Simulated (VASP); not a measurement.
Wanted: the native input for a VASP 6.6.1 run.

```
Task                   : relaxation of cell and atoms
Functional             : PBE
Potentials or basis    : VASP PAW PBE potentials, release 64 (Cd)
Cutoff                 : 600 eV
k mesh                 : 15 × 15 × 15
Occupations            : fermi-dirac, width 0.08 eV
Spin                   : no spin polarisation
Target pressure        : 0.046 GPa
Dipole correction      : no
Further INCAR settings : ALGO = Normal; EDIFF = 1e-06; IBRION = 2; EDIFFG = -0.005; NSW = 60; ISIF = 3
```

The structure of Cd lies in POSCAR:

```
Cd
1.0
   -1.7864399810      1.7864399810      1.7864399810
    1.7864399810     -1.7864399810      1.7864399810
    1.7864399810      1.7864399810     -1.7864399810
Cd
1
Direct
    0.0000000000      0.0000000000      0.0000000000
```

This isn't the form of Cd at room conditions, which is hcp.

These files were run (other wordings do the same):

INCAR

```
SYSTEM = Cd
PREC = Accurate ; ENCUT = 600
EDIFF = 1E-6 ; ISMEAR = -1
SIGMA = 0.08 ; LREAL = .FALSE.
LASPH = .TRUE. ; NELM = 60
ALGO = Normal ; ISIF = 3
LWAVE = .FALSE. ; LCHARG = .FALSE.
GGA = PE ; IBRION = 2
NSW = 60 ; EDIFFG = -0.005
PSTRESS = 0.45999999999999996
```

KPOINTS

```
regular mesh
0
G
  15 15 15
  0 0 0
```

Potentials or basis: VASP PAW PBE potentials, release 64 (Cd).

Command:

```sh
$ cat potpaw_PBE.64/Cd/POTCAR > POTCAR
$ mpirun -np 1 vasp_std > vasp.out
```

It gave:

| Item | Value |
| --- | --- |
| Relaxed volume | 23.51 Å³/atom |
| Relaxed cell | a = 3.126 Å, b = 3.126 Å, c = 3.126 Å, α = 109.47°, β = 109.47°, γ = 109.47° |
| Space group after relaxing (to 0.1 Å) | Im-3m (No. 229) |
| Energy change on relaxing (the run minimises the enthalpy) | -2.7 meV/atom |
| Ionic steps | 3 |
| Pressure after relaxing | 0.1 GPa |
| Band gap on the k mesh | zero (bands 6 and 7 overlap by 3.66 eV) |

Caveat: the cell is relaxed towards a set pressure, so the run minimises the enthalpy, not the energy.

It took 27 s on 1 thread of Intel(R) Xeon(R) 6975P-C (Granite Rapids) (shared host), peak memory 0.18 GiB.
